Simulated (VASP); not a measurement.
# K2S (Fm-3m) in VASP: notebook, part 2 of 2

VASP 6.6.1. Earlier steps stand in the parts before.

## (4) Relaxation of cell and atoms, r2SCAN

The input, POSCAR:

```
K2S
1.0
    0.0000000000      3.7310389449      3.7310389449
    3.7310389449      0.0000000000      3.7310389449
    3.7310389449      3.7310389449      0.0000000000
K S
2 1
Direct
    0.7500000000      0.7500000000      0.7500000000
    0.2500000000      0.2500000000      0.2500000000
    0.0000000000      0.0000000000      0.0000000000
```

The input, INCAR.step1:

```
PREC = Accurate
ENCUT = 550
ISMEAR = -1
SIGMA = 0.02
LREAL = False
LASPH = True
NELM = 120
GGA = PE
ALGO = Normal
EDIFF = 1E-5
LWAVE = True
LCHARG = False
GGA_COMPAT = False
IBRION = 2
ISIF = 3
EDIFFG = -0.005
NELMIN = 4
NSW = 100
```

The input, INCAR.step2:

```
PREC = Accurate
ENCUT = 550
EDIFF = 1E-7
ISMEAR = -1
SIGMA = 0.02
LREAL = False
LASPH = True
NELM = 120
ALGO = Normal
ISIF = 3
LWAVE = False
LCHARG = False
METAGGA = R2SCAN
LMIXTAU = True
IBRION = 2
NSW = 80
EDIFFG = -0.005
ISTART = 1
GGA_COMPAT = False
NELMIN = 4
```

The input, KPOINTS:

```
Automatic mesh
0
Gamma
  6 6 6
```

Potentials or basis: VASP PAW PBE potentials, release 64 (K_sv, S).

The run is started by

```
$ cat potpaw_PBE.64/K_sv/POTCAR potpaw_PBE.64/S/POTCAR > POTCAR
$ cp INCAR.step1 INCAR
$ mpirun -np 1 vasp_std > vasp.out
$ cp INCAR.step2 INCAR
$ mpirun -np 1 vasp_std > vasp.out
```

OUTCAR:

```text
PREC = Accurate
   ENCUT = 550
   EDIFF = 1E-7
   ISMEAR = -1
   LREAL = False
   LASPH = True
   NELM = 120
   ISIF = 3
   METAGGA = R2SCAN
   IBRION = 2
   NSW = 80
   EDIFFG = -0.005
   ISTART = 1
   NELMIN = 4

 ion  position               nearest neighbor table
   1  0.750  0.750  0.750-   3 3.23   3 3.23   3 3.23   3 3.23   2 3.73   2 3.73   2 3.73   2 3.73
                             2 3.73   2 3.73
   2  0.250  0.250  0.250-   3 3.23   3 3.23   3 3.23   3 3.23   1 3.73   1 3.73   1 3.73   1 3.73
                             1 3.73   1 3.73
   3  0.000  0.000  0.000-   1 3.23   1 3.23   1 3.23   1 3.23   2 3.23   2 3.23   2 3.23   2 3.23

  LATTYP: Found a face centered cubic cell.
 ALAT       =     7.4620778898

  Lattice vectors:

 A1 = (   0.0000000000,   3.7310389449,   3.7310389449)
 A2 = (   3.7310389449,   0.0000000000,   3.7310389449)
 A3 = (   3.7310389449,   3.7310389449,   0.0000000000)

Analysis of symmetry for initial positions (statically):
=====================================================================
 Subroutine PRICEL returns:
 Original cell was already a primitive cell.

 Routine SETGRP: Setting up the symmetry group for a
 face centered cubic supercell.

 Subroutine GETGRP returns: Found 48 space group operations
[... 148 lines left out ...]
--------------------------------------- Ionic step        1  -------------------------------------------

 number of electron      24.0000000 magnetization

 Free energy of the ion-electron system (eV)
  ---------------------------------------------------
  ext. energy  EPLUGINS =         0.00000000
  ---------------------------------------------------
  free energy    TOTEN  =       -23.81118427 eV

  energy without entropy =      -23.81118427  energy(sigma->0) =      -23.81118427

------------------------ aborting loop because EDIFF is reached ----------------------------------------

  FORCE on cell =-STRESS in cart. coord.  units (eV):
  Direction    XX          YY          ZZ          XY          YZ          ZX
  --------------------------------------------------------------------------------------
  -------------------------------------------------------------------------------------
  Total       -0.2674264     -0.2674264     -0.2674264     -0.0000000      0.0000000      0.0000000
  in kB       -4.1247297     -4.1247297     -4.1247297     -0.0000000      0.0000000      0.0000000
  external PRESSURE =      -4.1247297 kB  Pullay stress =       0.0000000 kB
[... 61 lines left out ...]
--------------------------------------- Ionic step        3  -------------------------------------------

 number of electron      23.9999997 magnetization

 Free energy of the ion-electron system (eV)
  ---------------------------------------------------
  ext. energy  EPLUGINS =         0.00000000
  ---------------------------------------------------
  free energy    TOTEN  =       -23.81406185 eV

  energy without entropy =      -23.81406185  energy(sigma->0) =      -23.81406185

 E-fermi :  -0.1417     XC(G=0):  -7.7004

 val. band max:       -0.6172537404   @ k =   0.5000   0.5000   0.0000
 cond. band min:       2.1350669940   @ k =   0.0000   0.0000   0.0000
 fundamental gap:      2.7523207343
 Fermi energy:        -0.1416850727

 k-point     1 :       0.0000    0.0000    0.0000
  band No.  band energies     occupation
      1     -31.0794      2.00000
      2     -31.0003      2.00000
      3     -13.8977      2.00000
      4     -13.8977      2.00000
      5     -13.8977      2.00000
      6     -13.6682      2.00000
[... 323 lines left out ...]
  FREE ENERGIE OF THE ION-ELECTRON SYSTEM (eV)
  ---------------------------------------------------
  free  energy   TOTEN  =       -23.8140618461 eV

  energy  without entropy=      -23.8140618461  energy(sigma->0) =      -23.81406185

 reached required accuracy - stopping structural energy minimisation
```

OSZICAR.step1:

```text
N       E                     dE             d eps       ncg     rms          rms(c)
DAV:   1     0.164303825139E+03    0.16430E+03   -0.11314E+04   512   0.134E+03
DAV:   2     0.227429318561E+01   -0.16203E+03   -0.15988E+03   552   0.345E+02
DAV:   3    -0.105911858424E+02   -0.12865E+02   -0.12846E+02   976   0.793E+01
DAV:   4    -0.108567492333E+02   -0.26556E+00   -0.26548E+00   672   0.108E+01
[... 83 lines left out ...]
       N       E                     dE             d eps       ncg     rms          rms(c)
DAV:   1    -0.942112553436E+01   -0.60539E-04   -0.17892E-03   544   0.416E-01    0.596E-02
DAV:   2    -0.942106892214E+01    0.56612E-04   -0.15375E-04   736   0.108E-01    0.222E-02
DAV:   3    -0.942105381506E+01    0.15107E-04   -0.44604E-05   656   0.555E-02    0.191E-02
DAV:   4    -0.942105283215E+01    0.98291E-06   -0.46810E-06   288   0.132E-02
  13 F= -.94210528E+01 E0= -.94210528E+01  d E =-.769320E-04
```

It took 10 min on 1 thread of Intel Xeon 8259CL, shared host; peak memory 0.28 GiB.

Results:

* Free energy: -23.8141 eV
* Relaxed volume: 33.93 Å³/atom
* Relaxed cell: a = 5.241 Å, b = 5.241 Å, c = 5.241 Å, α = 60.00°, β = 60.00°, γ = 60.00°
* Space group after relaxing (to 0.1 Å): Fm-3m (No. 225)
* Energy gained by relaxing: 1.0 meV/atom
* Ionic steps: 3
* Pressure after relaxing: 0.0 GPa
* Band gap on the k mesh: 2.75 eV (least direct gap 2.94 eV)

The path:
| step | energy change (eV) | largest force (eV/Å) | pressure (GPa) | volume (Å³) |
| --- | --- | --- | --- | --- |
| 1 | 0.0000 | 0.0000 | -0.41 | 103.88 |
| 2 | -0.0024 | 0.0000 | -0.17 | 102.54 |
| 3 | -0.0029 | 0.0000 | -0.01 | 101.78 |

Final structure:
```cif
data_structure
_symmetry_space_group_name_H-M 'P 1'
_symmetry_Int_Tables_number 1
_cell_length_a 5.2407
_cell_length_b 5.2407
_cell_length_c 5.2407
_cell_angle_alpha 60.000
_cell_angle_beta 60.000
_cell_angle_gamma 60.000
_cell_volume 101.78
loop_
_atom_site_label
_atom_site_type_symbol
_atom_site_fract_x
_atom_site_fract_y
_atom_site_fract_z
_atom_site_occupancy
K1 K 0.75000 0.75000 0.75000 1
K2 K 0.25000 0.25000 0.25000 1
S1 S 0.00000 0.00000 0.00000 1
```

Levels at points of the mesh, in eV from the valence-band top:
| k point | band 9 | band 10 | band 11 | band 12 | band 13 | band 14 | band 15 | band 16 |
| --- | --- | --- | --- | --- | --- | --- | --- | --- |
| (0.00, 0.00, 0.00) | -10.04 | -0.19 | -0.19 | -0.19 | 2.75 | 5.95 | 5.95 | 7.99 |
| (0.50, 0.00, 0.00) | -9.84 | -0.60 | -0.06 | -0.06 | 4.95 | 5.60 | 6.25 | 6.25 |
| (0.50, 0.50, 0.00) | -9.79 | -0.71 | 0.00 | 0.00 | 3.71 | 5.89 | 7.17 | 7.20 |

Caveat: the PAW data sets were made with another functional, which shifts forces and pressure a little. A k mesh can miss the band edges.

## (5) Single point, HSE06

This run uses another cell than the first one, of 33.84 Å³/atom.

The input, POSCAR:

```
K2S
1.0
    0.0000000000      3.7027051400      3.7027051400
    3.7027051400      0.0000000000      3.7027051400
    3.7027051400      3.7027051400      0.0000000000
K S
2 1
Direct
    0.7500000000      0.7500000000      0.7500000000
    0.2500000000      0.2500000000      0.2500000000
    0.0000000000      0.0000000000      0.0000000000
```

The input, INCAR.step1:

```
PREC     = Accurate       # precision mode
ENCUT    = 400            # plane-wave cutoff, eV
EDIFF    = 1E-5           # SCF threshold, eV
ISMEAR   = 0              # smearing method
SIGMA    = 0.01           # smearing width, eV
LREAL    = False          # projectors in reciprocal space
LASPH    = True           # aspherical terms in the spheres
NELM     = 120            # most SCF steps
ALGO     = Normal         # electronic algorithm
ISIF     = 2              # what is computed and relaxed
LWAVE    = True           # write WAVECAR
GGA      = PE             # functional
NBANDS   = 19             # bands
GGA_COMPAT= False
```

The input, INCAR.step2:

```
PREC     = Accurate       # precision mode
ENCUT    = 400            # plane-wave cutoff, eV
EDIFF    = 1E-6           # SCF threshold, eV
ISMEAR   = 0              # smearing method
SIGMA    = 0.01           # smearing width, eV
LREAL    = False          # projectors in reciprocal space
LASPH    = True           # aspherical terms in the spheres
NELM     = 120            # most SCF steps
ALGO     = Normal         # electronic algorithm
ISIF     = 2              # what is computed and relaxed
LWAVE    = False          # write WAVECAR
LCHARG   = True           # write CHGCAR
GGA      = PE             # functional
LHFCALC  = True           # exact exchange
HFSCREEN = 0.2079         # screening, 1/A
PRECFOCK = Normal       
LELF     = True           # ELF
LVHAR    = True         
ISTART   = 1            
NBANDS   = 19             # bands
GGA_COMPAT= False
```

The input, KPOINTS:

```
Automatic mesh
0
Gamma
  4 4 4
```

The run is started by

```
$ cat potpaw_PBE.64/K_sv/POTCAR potpaw_PBE.64/S/POTCAR > POTCAR
$ cp INCAR.step1 INCAR
$ mpirun -np 1 vasp_std > vasp.out
$ cp INCAR.step2 INCAR
$ mpirun -np 1 vasp_std > vasp.out
```

Run time: 17 min. Hardware: 1 thread of Intel Xeon 8259CL, shared host; peak memory 0.32 GiB.

The run converged. Its results:

```
Free energy            : -10.8455 eV
Pressure               : 0.2 GPa
Band gap on the k mesh : 3.31 eV (least direct gap 3.49 eV)
```

Levels at points of the mesh, in eV from the valence-band top:
```tsv
k point	band 10	band 11	band 12	band 13	band 14	band 15
(0.00, 0.00, 0.00)	-0.18	-0.18	-0.18	3.31	6.70	6.70
(0.50, 0.00, 0.00)	-0.64	-0.06	-0.06	5.72	6.07	6.95
(0.50, 0.50, 0.00)	-0.76	0.00	0.00	4.44	6.45	7.81
```

Caveat: the PAW data sets were made with another functional, which shifts forces and pressure a little.

## (6) Overview

```csv
task,level,potentials or basis,cell,k mesh,cutoff (eV),smearing,grid for exact exchange (PRECFOCK),share of exact exchange,screening parameter,gap on the mesh (eV),pressure (GPa),relaxed volume (Å³/atom)
relaxation of cell and atoms,PBEsol,"VASP PAW PBE potentials, release 64 (K_sv, S)","relaxed from a = 5.276 Å, angles 60.0°, 3 atoms",6 × 6 × 6,500,fermi-dirac 0.02 eV,-,-,-,2.34,0.0,32.99
relaxation of cell and atoms,LDA,"VASP PAW LDA potentials, release 64 (K_sv, S)","relaxed from a = 5.276 Å, angles 60.0°, 3 atoms",6 × 6 × 6,500,fermi-dirac 0.02 eV,-,-,-,2.31,0.0,31.09
relaxation of cell and atoms,r2SCAN,"VASP PAW PBE potentials, release 64 (K_sv, S)","relaxed from a = 5.276 Å, angles 60.0°, 3 atoms",6 × 6 × 6,550,fermi-dirac 0.02 eV,-,-,-,2.75,0.0,33.93
single point,HSE06,"VASP PAW PBE potentials, release 64 (K_sv, S)","a = 5.236 Å, angles 60.0°, 3 atoms",4 × 4 × 4,400,gaussian 0.01 eV,Normal,0.25,0.2079 1/Å,3.31,0.2,-
```

Alike in all rows: no spin polarisation.

Caveats: the PAW data sets were made with another functional, which shifts forces and pressure a little (at least some runs).

Total energies depend on the potentials used, so only differences within one code and one set of settings carry meaning.
